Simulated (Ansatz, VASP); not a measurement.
**Two plane-wave programs on W**

The input INCAR:

```
ALGO     = Fast           # electronic algorithm
EDIFF    = 1E-6           # SCF threshold, eV
ENCUT    = 520            # plane-wave cutoff, eV
GGA      = PS             # functional
ISIF     = 2              # what is computed and relaxed
ISMEAR   = 0              # smearing method
LASPH    = T              # aspherical terms in the spheres
LCHARG   = F              # write CHGCAR
LREAL    = F              # projectors in reciprocal space
LUSENCCL = F            
LWAVE    = F              # write WAVECAR
NBANDS   = 66             # bands
NELM     = 100            # most SCF steps
PREC     = Accurate       # precision mode
SIGMA    = 0.15           # smearing width, eV
```

The input KPOINTS:

```
k-points
0
Gamma
  8 8 8
```

File POSCAR:

```
W
1.0
    5.0320434148      0.0000000000      0.0000000000
    0.0000000000      5.0320434148      0.0000000000
    0.0000000000      0.0000000000      5.0320434148
W
8
Direct
    0.0038347446      0.0000000000      0.0000000000
    0.5038347446      0.5000000000      0.5000000000
    0.0070253168      0.5000000000      0.2500000000
    0.0070253168      0.5000000000      0.7500000000
    0.2321146217      0.0000000000      0.5000000000
    0.7321146217      0.0000000000      0.5000000000
    0.5070253168      0.7500000000      0.0000000000
    0.5070253168      0.2500000000      0.0000000000
```

Input for Ansatz:

```yaml
crystal:
  lattice:
    - [5.0320434148, 0.0, 0.0]
    - [0.0, 5.0320434148, 0.0]
    - [0.0, 0.0, 5.0320434148]
  atoms:
    - { symbol: W, position: [0.0038347446, 0.0, 0.0] }
    - { symbol: W, position: [0.5038347446, 0.5, 0.5] }
    - { symbol: W, position: [0.0070253168, 0.5, 0.25] }
    - { symbol: W, position: [0.0070253168, 0.5, 0.75] }
    - { symbol: W, position: [0.2321146217, 0.0, 0.5] }
    - { symbol: W, position: [0.7321146217, 0.0, 0.5] }
    - { symbol: W, position: [0.5070253168, 0.75, 0.0] }
    - { symbol: W, position: [0.5070253168, 0.25, 0.0] }
basis:
  ecutwfc: 420
kpoints:
  mp_grid: { grid: [8, 8, 8] }
hamiltonian:
  xc: pbesol
scf:
  occupations: { method: gaussian, width: 0.15 }
output:
  forces: true
  stress: true
  eigenvalues: true
  write_density: true
  write_potential: true
  elf: true
  volumetric_format: npy
```

Change from the starting cell: mode 4 (100.5 1/cm) frozen in, largest displacement +0.090 Å.

Alike in both runs: task single point; functional PBEsol; k mesh 8 × 8 × 8; occupations gaussian, width 0.15 eV; no spin polarisation.

|  | VASP | Ansatz |
| --- | --- | --- |
| version | VASP 6.6.1 | Ansatz 0.2.0 |
| potentials or method | VASP PAW PBE potentials, release 64 (W_sv), cutoff 520 eV | scalar-relativistic, plane waves, PAW |
| valence electrons in the cell | 112 | 112 |

```csv
,VASP,Ansatz,Ansatz less VASP
gap on the k mesh at the Fermi level (eV),none,none,-
pressure (GPa),1.0,0.3,-0.75
"traceless stress, the component that is largest in VASP (GPa)",0.09,0.09,+0.001
rms of the force components (eV/Å),0.211,0.210,-0.0006
```

VASP's potentials were made for PBE, not for PBEsol. Atom by atom the forces differ by 0.001 eV/Å (rms over components). A gap of «none» marks a metal or a gap that the smearing closes. With one functional, cell and mesh, what is left measures potentials, basis and numerics.

Neither program's run includes spin-orbit coupling.
